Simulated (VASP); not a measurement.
Wanted: the native input for a VASP 6.6.1 run.

```
Task                   : single point
Functional             : PBE
Potentials or basis    : VASP PAW PBE potentials, release 64 (Pd)
Cutoff                 : 520 eV
k mesh                 : 17 × 17 × 5
Occupations            : fermi-dirac, width 0.1 eV
Spin                   : no spin polarisation
Dipole correction      : no
Further INCAR settings : ALGO = Normal; EDIFF = 1e-07; NBANDS = 28
```

The structure of Pd lies in POSCAR:

```
Pd
1.0
    2.8560497560      0.0000000000      0.0000000000
   -1.4280248780      2.4734116432      0.0000000000
    0.0000000000      0.0000000000      9.4131619150
Pd
4
Direct
    0.0000000000      0.0000000000      1.0000000000
    0.0000000000      1.0000000000      0.5000000000
    0.3333333333      0.6666666667      0.2500000000
    0.6666666667      0.3333333333      0.7500000000
```

This isn't the form of Pd at room conditions, which is fcc.

One way to write it, as run:

INCAR

```
ALGO     = Normal         # electronic algorithm
EDIFF    = 1E-7           # SCF threshold, eV
ENCUT    = 520            # plane-wave cutoff, eV
GGA      = PE             # functional
ISIF     = 2              # what is computed and relaxed
ISMEAR   = -1             # smearing method
LASPH    = T              # aspherical terms in the spheres
LCHARG   = F              # write CHGCAR
LREAL    = F              # projectors in reciprocal space
LWAVE    = F              # write WAVECAR
NBANDS   = 28             # bands
NELM     = 80             # most SCF steps
PREC     = Accurate       # precision mode
SIGMA    = 0.1            # smearing width, eV
```

KPOINTS

```
k-points
0
Gamma
  17 17 5
```

Potentials or basis: VASP PAW PBE potentials, release 64 (Pd).

Run with:

```bash
$ cat potpaw_PBE.64/Pd/POTCAR > POTCAR
$ mpirun -np 1 vasp_std > vasp.out
```

Results of the run:

The pressure is -10.5 GPa and the band gap on the k mesh is zero (bands 20 and 21 overlap by 0.77 eV).

Caveat: the cell stands under tension.

Run time: 94 s on 1 thread of Intel(R) Xeon(R) 6975P-C (Granite Rapids), with other jobs on the host, peak memory 0.28 GiB.
